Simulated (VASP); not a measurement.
Input of a VASP 6.6.1 run:

The input INCAR:

```
SYSTEM = CdS
PREC = Accurate
ENCUT = 520
EDIFF = 1E-6
ISMEAR = 0
SIGMA = 0.01
LREAL = .False.
LASPH = .True.
NELM = 80
ALGO = Normal
ISIF = 2
LWAVE = .False.
LCHARG = .True.
GGA = PS
LELF = .True.
LVHAR = .True.
NBANDS = 26
```

Contents of KPOINTS:

```
Automatic mesh
0
Gamma
  12 12 6
  0 0 0
```

File POSCAR:

```
CdS
1.0
    4.1244802128      0.0000000000      0.0000000000
   -2.0622401064      3.5719046417      0.0000000000
    0.0000000000      0.0000000000      6.7094702297
Cd S
2 2
Direct
    0.3333333333      0.6666666667     -0.0183208976
    0.6666666667      0.3333333333      0.4816791024
    0.3333333333      0.6666666667      0.3953208976
    0.6666666667      0.3333333333      0.8953208976
```

Potentials or basis: VASP PAW PBE potentials, release 64 (Cd, S).

The run is started by

```console
$ cat potpaw_PBE.64/Cd/POTCAR potpaw_PBE.64/S/POTCAR > POTCAR
$ mpirun -np 1 vasp_std > vasp.out
```

Problem. Estimate the band gap on the k mesh.

Solution. 1.21 eV.

Problem. What does it give for the pressure?

Solution. 1.5 GPa.

Stress tensor (GPa, compression positive):
```
 3.66  0.00  0.00
 0.00  3.66  0.00
 0.00  0.00 -2.78
```

Caveat: the cell differs from its parent crystal (atoms moved along the polar distortion); the stress differs along the axes, from -3 to 4 GPa; the PAW data sets were made with another functional, which shifts forces and pressure a little. A k mesh can miss the band edges.
